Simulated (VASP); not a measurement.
Sn, 1 atom in the cell. Symmetry: Immm, No. 71, orthorhombic system. Conventional cell: a = 3.453 Å, b = 3.551 Å, c = 4.677 Å, α = 90.00°, β = 90.00°, γ = 90.00°. Within 4.7 Å of Sn (site symmetry mmm) lie 14 Sn at 3.41 to 4.68 Å. 

```yaml
Program: VASP 6.6.1
Task: single point
Functional: PBE0
Potentials_or_basis: VASP PAW PBE potentials, release 64 (Sn_d)
Cutoff: 520 eV
k_mesh: 6 × 6 × 6
Occupations: fermi-dirac, width 0.05 eV
Spin: no spin polarisation
Dipole_correction: no
Grid_for_exact_exchange_PRECFOCK: Normal
Further_INCAR_settings: ALGO = Normal; EDIFF = 1e-07; NBANDS = 13
Share_of_exact_exchange: 0.25
```

Potentials or basis: VASP PAW PBE potentials, release 64 (Sn_d).

The run is started by

```console
$ cat potpaw_PBE.64/Sn_d/POTCAR > POTCAR
$ cp INCAR.step1 INCAR
$ mpirun -np 1 vasp_std > vasp.out
$ cp INCAR.step2 INCAR
$ mpirun -np 1 vasp_std > vasp.out
```

Hardware: 1 thread of Oxide Virtual Turin-like Processor, on a shared host.

Problem. How long does it take, and how much memory?

Solution. It took 98 min on 1 thread of Oxide Virtual Turin-like Processor (shared host), peak memory 0.16 GiB. Counts: k points 46.
